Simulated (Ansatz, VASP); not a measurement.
## One calculation of GaN, two programs

```xyz
2
Lattice="0.0000 2.1634 2.3436 2.1634 0.0000 2.3436 2.1634 2.1634 0.0000" Properties=species:S:1:pos:R:3 pbc="T T T"
Ga    0.0000    0.0000    0.0000
N     3.2450    3.2450    3.5155
```

Change from the starting cell: strain -0.040 along x and y, +0.040 along z, atoms carried along.

Alike in both runs: task single point; functional r2SCAN; k mesh 10 × 10 × 10; occupations gaussian, width 0.05 eV; no spin polarisation.

|  | VASP | Ansatz |
| --- | --- | --- |
| version | VASP 6.6.1 | Ansatz 0.2.0 |
| potentials or method | VASP PAW PBE potentials, release 64 (Ga_d, N), cutoff 520 eV | scalar-relativistic, plane waves, PAW |
| valence electrons in the cell | 18 | 18 |

```tsv
	VASP	Ansatz	Ansatz less VASP
gap on the k mesh at the Fermi level (eV)	2.23	2.24	+0.010
least direct gap on the mesh (eV)	2.23	2.24	+0.010
pressure (GPa)	8.4	7.2	-1.17
traceless stress, the component that is largest in VASP (GPa)	-8.21	-8.37	-0.160
```

VASP's potentials were made for PBE, not for r2SCAN. The functional is the same, so the differences come from potentials, cutoffs and numerics.
